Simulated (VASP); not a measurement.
# Ga2O3 (R-3c) in VASP: further runs

Ga2O3 is run at these levels: PBE; tasks: single point.

Program: VASP 6.6.1. These are calculated values, not measurements. Logs are shortened: lines on timing, memory, paths and dates and some standing lists are left out, and cuts for length are marked.

## (1) The cell of the first run

It takes space group R-3c (No. 167, trigonal). Conventional cell: a = 4.835 Å, b = 4.835 Å, c = 13.750 Å, α = 90.00°, β = 90.00°, γ = 120.00°. Ga (site symmetry 3) has 6 O at 1.90 to 2.05 Å within 2.5 Å. O (site symmetry 2) has 4 Ga at 1.90 to 2.05 Å and 2 O at 2.55 Å within 2.6 Å.

## (2) Single point, PBE (epitaxial xy strain -3.0%)

INCAR reads:

```
PREC = Accurate ; ENCUT = 520
EDIFF = 1E-6 ; ISMEAR = -1
SIGMA = 0.02 ; LREAL = False
LASPH = True ; NELM = 80
ALGO = Normal ; ISIF = 2
LWAVE = False ; LCHARG = False
GGA = PE ; NBANDS = 55
```

KPOINTS reads:

```
regular mesh
0
Gamma
  6 6 6
```

POSCAR reads:

```
Ga2O3
1.0
    2.4174919517      1.3957396291      4.5832648112
   -2.4174919517      1.3957396291      4.5832648112
    0.0000000000     -2.7914792582      4.5832648112
Ga O
4 6
Direct
    0.8531904981      0.8531904981      0.8531904981
    0.3531904981      0.3531904981      0.3531904981
    0.1468095019      0.1468095019      0.1468095019
    0.6468095019      0.6468095019      0.6468095019
    0.4450812361      0.0549187639      0.7500000000
    0.0549187639      0.7500000000      0.4450812361
    0.5549187639      0.9450812361      0.2500000000
    0.2500000000      0.5549187639      0.9450812361
    0.9450812361      0.2500000000      0.5549187639
    0.7500000000      0.4450812361      0.0549187639
```

Potentials or basis: VASP PAW PBE potentials, release 64 (Ga_d, O).

Started as:

```bash
> cat potpaw_PBE.64/Ga_d/POTCAR potpaw_PBE.64/O/POTCAR > POTCAR
> mpirun -np 1 vasp_std > vasp.out
```

OUTCAR:

```text
PREC = Accurate
   ENCUT = 520
   EDIFF = 1E-6
   ISMEAR = -1
   LREAL = False
   LASPH = True
   NELM = 80
   ISIF = 2
   GGA = PE

 ion  position               nearest neighbor table
   1  0.853  0.853  0.853-   8 1.90   7 1.90   9 1.90   5 2.05   6 2.05  10 2.05   4 2.84   3 2.84
                             3 2.84   3 2.84
   2  0.353  0.353  0.353-   6 1.90   5 1.90  10 1.90   7 2.05   9 2.05   8 2.05   3 2.84   4 2.84
                             4 2.84   4 2.84
   3  0.147  0.147  0.147-  10 1.90   5 1.90   6 1.90   7 2.05   9 2.05   8 2.05   2 2.84   1 2.84
                             1 2.84   1 2.84
   4  0.647  0.647  0.647-   9 1.90   7 1.90   8 1.90   5 2.05   6 2.05  10 2.05   1 2.84   2 2.84
                             2 2.84   2 2.84
   5  0.445  0.055  0.750-   2 1.90   3 1.90   1 2.05   4 2.05
   6  0.055  0.750  0.445-   2 1.90   3 1.90   1 2.05   4 2.05
   7  0.555  0.945  0.250-   1 1.90   4 1.90   3 2.05   2 2.05
   8  0.250  0.555  0.945-   1 1.90   4 1.90   3 2.05   2 2.05
   9  0.945  0.250  0.555-   4 1.90   1 1.90   3 2.05   2 2.05
  10  0.750  0.445  0.055-   3 1.90   2 1.90   1 2.05   4 2.05

  LATTYP: Found a trigonal (rhomboedric) cell.
 ALAT       =     5.3664394880
 COS(alpha) =     0.5941293974

  Lattice vectors:

 A1 = (   2.4174919517,   1.3957396291,   4.5832648112)
 A2 = (  -2.4174919517,   1.3957396291,   4.5832648112)
 A3 = (   0.0000000000,  -2.7914792582,   4.5832648112)

Analysis of symmetry for initial positions (statically):
=====================================================================
 Subroutine PRICEL returns:
 Original cell was already a primitive cell.

 Routine SETGRP: Setting up the symmetry group for a
 trigonal (rhombohedral) supercell.

 Subroutine GETGRP returns: Found 12 space group operations
 (whereof  6 operations were pure point group operations)
 out of a pool of 12 trial point group operations.

The static configuration has the point symmetry S_6 .
 The point group associated with its full space group is D_3d.

Analysis of symmetry for dynamics (positions and initial velocities):
=====================================================================
 Subroutine PRICEL returns:
 Original cell was already a primitive cell.

 Routine SETGRP: Setting up the symmetry group for a
 trigonal (rhombohedral) supercell.

 Subroutine GETGRP returns: Found 12 space group operations
 (whereof  6 operations were pure point group operations)
 out of a pool of 12 trial point group operations.

The dynamic configuration has the point symmetry S_6 .
 The point group associated with its full space group is D_3d.

 Subroutine INISYM returns: Found 12 space group operations
 (whereof  6 operations are pure point group operations),
 and found     1 'primitive' translations

----------------------------------------------------------------------------------------

                                     Primitive cell

  volume of cell :      92.7888

  direct lattice vectors                    reciprocal lattice vectors
     2.417491952  1.395739629  4.583264811     0.206825921  0.119411001  0.072728360
    -2.417491952  1.395739629  4.583264811    -0.206825921  0.119411001  0.072728360
     0.000000000 -2.791479258  4.583264811     0.000000000 -0.238822003  0.072728360

  length of vectors
     5.366439488  5.366439488  5.366439488     0.249650482  0.249650482  0.249650482

  position of ions in fractional coordinates (direct lattice)
     0.853190498  0.853190498  0.853190498
     0.353190498  0.353190498  0.353190498
     0.146809502  0.146809502  0.146809502
     0.646809502  0.646809502  0.646809502
     0.445081236  0.054918764  0.750000000
     0.054918764  0.750000000  0.445081236
     0.554918764  0.945081236  0.250000000
     0.250000000  0.554918764  0.945081236
     0.945081236  0.250000000  0.554918764
     0.750000000  0.445081236  0.054918764

  ion indices of the primitive-cell ions
   primitive index   ion index
                 1           1
                 2           2
                 3           3
                 4           4
                 5           5
                 6           6
                 7           7
                 8           8
                 9           9
                10          10

----------------------------------------------------------------------------------------

 KPOINTS: regular mesh

Automatic generation of k-mesh.
 Grid dimensions read from file:
 generate k-points for:    6    6    6

 Generating k-lattice:

  Cartesian coordinates                     Fractional coordinates (reciprocal lattice)
     0.034470987  0.019901834  0.012121393     0.166666667  0.000000000 -0.000000000
    -0.034470987  0.019901834  0.012121393     0.000000000  0.166666667 -0.000000000
     0.000000000 -0.039803667  0.012121393    -0.000000000 -0.000000000  0.166666667

  Length of vectors
     0.041608414  0.041608414  0.041608414

  Shift w.r.t. Gamma in fractional coordinates (k-lattice)
     0.000000000  0.000000000  0.000000000

 Subroutine IBZKPT returns following result:
 ===========================================

 Found     32 irreducible k-points:

 Following reciprocal coordinates:
            Coordinates               Weight
  0.000000  0.000000  0.000000      1.000000
  0.166667  0.000000  0.000000      6.000000
  0.333333  0.000000  0.000000      6.000000
  0.500000  0.000000  0.000000      3.000000
  0.166667  0.166667  0.000000      6.000000
  0.333333  0.166667  0.000000     12.000000
[... 16 lines left out ...]
  0.500000  0.500000  0.166667      6.000000
 -0.333333  0.500000  0.166667     12.000000
 [... further k-points ...]
   k-points           NKPTS =     32   k-points in BZ     NKDIM =     32   number of bands    NBANDS=     55
   number of dos      NEDOS =    301   number of ions     NIONS =     10
   total plane-waves  NPLWV =  64000
   dimension x,y,z NGX =    40 NGY =   40 NGZ =   40
   dimension x,y,z NGXF=    80 NGYF=   80 NGZF=   80
   ions per type =               4   6
   NGX,Y,Z   is equivalent  to a cutoff of  12.39, 12.39, 12.39 a.u.
   NGXF,Y,Z  is equivalent  to a cutoff of  24.78, 24.78, 24.78 a.u.
 SYSTEM =  unknown system
   PREC   = accura    normal or accurate (medium, high low for compatibility)
   ISTART =      0    job   : 0-new  1-cont  2-samecut
   ICHARG =      2    charge: 1-file 2-atom 10-const
   ISPIN  =      1    spin polarized calculation?
   LNONCOLLINEAR =      F non collinear calculations
   LSORBIT =      F    spin-orbit coupling
   LASPH  =      T    aspherical Exc in radial PAW
   ENCUT  =  520.0 eV  38.22 Ry    6.18 a.u.   9.98  9.98  9.98*2*pi/ulx,y,z
   NELM   =     80;   NELMIN=  2; NELMDL= -5     # of ELM steps
   EDIFF  = 0.1E-05   stopping-criterion for ELM
   LREAL  =      F    real-space projection
   EDIFFG = 0.1E-04   stopping-criterion for IOM
   NSW    =      0    number of steps for IOM
   IBRION =     -1    ionic relax: 0-MD 1-quasi-New 2-CG
   NFREE  =      0    steps in history (QN), initial steepest desc. (CG)
   ISIF   =      2    stress and relaxation
   ISYM   =      2    0-nonsym 1-usesym 2-fastsym
   POTIM  = 0.5000    time-step for ionic-motion
   TEBEG  =    0.0;   TEEND  =   0.0 temperature during run
   PSTRESS=    0.0 pullay stress
   NELECT =      88.0000    total number of electrons
   NUPDOWN=      -1.0000    fix difference up-down
   EMIN   =  10.00;   EMAX   =-10.00  energy-range for DOS
   EFERMI =   0.00;   METHOD = LEGACY
   ISMEAR =    -1;   SIGMA  =   0.02  broadening in eV -4-tet -1-fermi 0-gaus
   EFERMI_NEDOS =   21; number of points for ismear=-14 and -15
   IALGO  =     38    algorithm
   IMIX   =      4    mixing-type and parameters
     AMIX     =   0.40;   BMIX     =  1.00
     AMIX_MAG =   1.60;   BMIX_MAG =  1.00
  volume/ion in A,a.u.               =       9.28        62.62
  Fermi-wavevector in a.u.,A,eV,Ry     =   1.608436  3.039504 35.199184  2.587067
  Thomas-Fermi vector in A             =   2.704306
   LORBIT       =      0    0 simple, 1 ext, 2 COOP (PROOUT), +10 PAW based schemes
   GGA     = PE    functional components
   LHFCALC =     F    Hartree Fock is set to
   AEXX    =    0.0000 exact exchange contribution
   IVDW    =     0    specifies the selected vdW correction
   LEPSILON=     F    determine dielectric tensor
   LRPA    =     F    only Hartree local field effects (RPA)
 non-spin polarized calculation
  energy-cutoff  :      520.00
  volume of cell :       92.79
 maximum number of plane-waves:      2518
   NGX = 19   NGY = 19   NGZ = 19

 number of electron      87.9999992 magnetization

 Free energy of the ion-electron system (eV)
  ---------------------------------------------------
  ext. energy  EPLUGINS =         0.00000000
  ---------------------------------------------------
  free energy    TOTEN  =       -58.69277295 eV

  energy without entropy =      -58.69277295  energy(sigma->0) =      -58.69277295

 E-fermi :   5.4972     XC(G=0): -12.4078

 val. band max:        5.0096638673   @ k =  -0.1667   0.1667   0.0000
 cond. band min:       8.2336376520   @ k =   0.0000   0.0000   0.0000
 fundamental gap:      3.2239737847
 Fermi energy:         5.4971940622

 k-point     1 :       0.0000    0.0000    0.0000
  band No.  band energies     occupation
      1     -14.3939      2.00000
      2     -12.3761      2.00000
      3     -12.2171      2.00000
      4     -12.2171      2.00000
      5     -12.1183      2.00000
      6     -12.1183      2.00000
[... 47 lines left out ...]
     54      16.5762      0.00000
     55      17.6909      0.00000

 k-point     2 :       0.1667    0.0000    0.0000
  band No.  band energies     occupation
      1     -14.2562      2.00000
      2     -12.4273      2.00000
      3     -12.2496      2.00000
      4     -12.2260      2.00000
      5     -12.1992      2.00000
      6     -12.1465      2.00000
[... 1268 lines left out ...]
 k-point    24 :      -0.3333    0.5000    0.1667
  band No.  band energies     occupation
      1     -13.2888      2.00000
      2     -12.9673      2.00000
      3     -12.5967      2.00000
      4     -12.4685      2.00000
      5     -12.2331      2.00000
      6     -12.1933      2.00000
[... 47 lines left out ...]
     54      17.5108      0.00000
     55      17.7709      0.00000

 [... further k-points ...]

------------------------ aborting loop because EDIFF is reached ----------------------------------------

  FORCE on cell =-STRESS in cart. coord.  units (eV):
  Direction    XX          YY          ZZ          XY          YZ          ZX
  --------------------------------------------------------------------------------------
  -------------------------------------------------------------------------------------
  Total       15.6213011     15.6213011      6.3358987     -0.0000000     -0.0000000      0.0000000
  in kB      269.7317922    269.7317923    109.4014698     -0.0000000     -0.0000000      0.0000000
  external PRESSURE =     216.2883514 kB  Pullay stress =       0.0000000 kB

 VOLUME and BASIS-vectors are now :
 -----------------------------------------------------------------------------
  energy-cutoff  :      520.00
  volume of cell :       92.79
      direct lattice vectors                 reciprocal lattice vectors
     2.417491952  1.395739629  4.583264811     0.206825921  0.119411001  0.072728360
    -2.417491952  1.395739629  4.583264811    -0.206825921  0.119411001  0.072728360
     0.000000000 -2.791479258  4.583264811     0.000000000 -0.238822003  0.072728360

 POSITION                                       TOTAL-FORCE (eV/Angst)
 -----------------------------------------------------------------------------------
      0.00000      0.00000     11.73119         0.000000      0.000000      0.060347
      0.00000      0.00000      4.85630         0.000000      0.000000      0.060347
      0.00000      0.00000      2.01860         0.000000      0.000000     -0.060347
      0.00000      0.00000      8.89350         0.000000      0.000000     -0.060347
      0.94321     -1.39574      5.72908         0.015108      0.000000      0.000000
     -1.68035     -0.11898      5.72908        -0.007554     -0.013084      0.000000
     -0.94321      1.39574      8.02071        -0.015108      0.000000      0.000000
     -0.73714     -1.51472      8.02071         0.007554     -0.013084      0.000000
      1.68035      0.11898      8.02071         0.007554      0.013084      0.000000
      0.73714      1.51472      5.72908        -0.007554      0.013084      0.000000
 -----------------------------------------------------------------------------------
    total drift:                                0.000000     -0.000000     -0.000000

  FREE ENERGIE OF THE ION-ELECTRON SYSTEM (eV)
  ---------------------------------------------------
  free  energy   TOTEN  =       -58.6927729456 eV

  energy  without entropy=      -58.6927729456  energy(sigma->0) =      -58.69277295
```

It took 4.5 min on 1 thread of Intel Xeon 8259CL, shared host; peak memory 0.3 GiB.

Results:

```yaml
Free_energy: -58.6928 eV
Pressure: 21.6 GPa
Largest_force: 0.060 eV/Å
Band_gap_on_the_k_mesh: 3.22 eV (least direct gap 3.38 eV)
```

Forces on the atoms (eV/Å):
```
Ga   0.000  0.000  0.060
Ga   0.000  0.000  0.060
Ga   0.000  0.000 -0.060
Ga   0.000  0.000 -0.060
O    0.015  0.000  0.000
O   -0.008 -0.013  0.000
O   -0.015  0.000  0.000
O    0.008 -0.013  0.000
O    0.008  0.013  0.000
O   -0.008  0.013  0.000
```

Caveat: the cell differs from its parent crystal (epitaxial xy strain -3.0%); the cell stands under pressure.

## (3) Single point, PBE (epitaxial xy strain -2.0%)

INCAR reads:

```
SYSTEM = Ga2O3
ALGO = Normal
EDIFF = 1E-6
ENCUT = 520
GGA = PE
ISIF = 2
ISMEAR = -1
LASPH = .TRUE.
LCHARG = .TRUE.
LELF = .TRUE.
LREAL = .FALSE.
LVHAR = .TRUE.
LWAVE = .FALSE.
NBANDS = 55
NELM = 60
PREC = Accurate
SIGMA = 0.02
```

KPOINTS reads:

```
k-points
0
G
  6 6 6
  0 0 0
```

POSCAR reads:

```
Ga2O3
1.0
    2.4424145492      1.4101286974      4.5481072840
   -2.4424145492      1.4101286974      4.5481072840
    0.0000000000     -2.8202573949      4.5481072840
Ga O
4 6
Direct
    0.8539694516      0.8539694516      0.8539694516
    0.3539694516      0.3539694516      0.3539694516
    0.1460305484      0.1460305484      0.1460305484
    0.6460305484      0.6460305484      0.6460305484
    0.4456121361      0.0543878639      0.7500000000
    0.0543878639      0.7500000000      0.4456121361
    0.5543878639      0.9456121361      0.2500000000
    0.2500000000      0.5543878639      0.9456121361
    0.9456121361      0.2500000000      0.5543878639
    0.7500000000      0.4456121361      0.0543878639
```

Potentials or basis: VASP PAW PBE potentials, release 64 (Ga_d, O).

Started as:

```bash
> cat potpaw_PBE.64/Ga_d/POTCAR potpaw_PBE.64/O/POTCAR > POTCAR
> mpirun -np 1 vasp_std > vasp.out
```

Wall time 4.7 min (1 thread of Intel Xeon 8259CL, shared host); peak memory 0.3 GiB.

The run converged. Its results:

```
Free energy            : -58.9379 eV
Pressure               : 17.7 GPa
Largest force          : 0.065 eV/Å
Band gap on the k mesh : 3.12 eV (least direct gap 3.32 eV)
```

Forces in eV/Å, atoms in the order of the input:
```
Ga   0.000  0.000  0.065
Ga   0.000  0.000  0.065
Ga   0.000  0.000 -0.065
Ga   0.000  0.000 -0.065
O    0.017  0.000  0.000
O   -0.008 -0.015  0.000
O   -0.017  0.000  0.000
O    0.008 -0.015  0.000
O    0.008  0.015  0.000
O   -0.008  0.015  0.000
```

Stress tensor (GPa, compression positive):
```
21.34  0.00  0.00
 0.00 21.34  0.00
 0.00  0.00 10.48
```

Levels at points of the mesh, in eV from the valence-band top:
```tsv
k point	band 41	band 42	band 43	band 44	band 45	band 46	band 47	band 48
(0.00, 0.00, 0.00)	-0.23	-0.23	-0.20	-0.20	3.12	6.85	7.25	9.50
(0.50, 0.00, 0.00)	-1.06	-1.06	-0.22	-0.22	6.58	6.58	7.07	7.07
(0.50, 0.50, 0.00)	-0.84	-0.80	-0.33	-0.17	6.80	7.00	8.02	8.06
(0.50, 0.50, 0.50)	-0.23	-0.23	-0.23	-0.23	6.18	6.18	8.04	8.04
```

Caveat: the cell differs from its parent crystal (epitaxial xy strain -2.0%); the cell stands under pressure. A k mesh can miss the band edges.

(Part 1 of 2 ends here.)
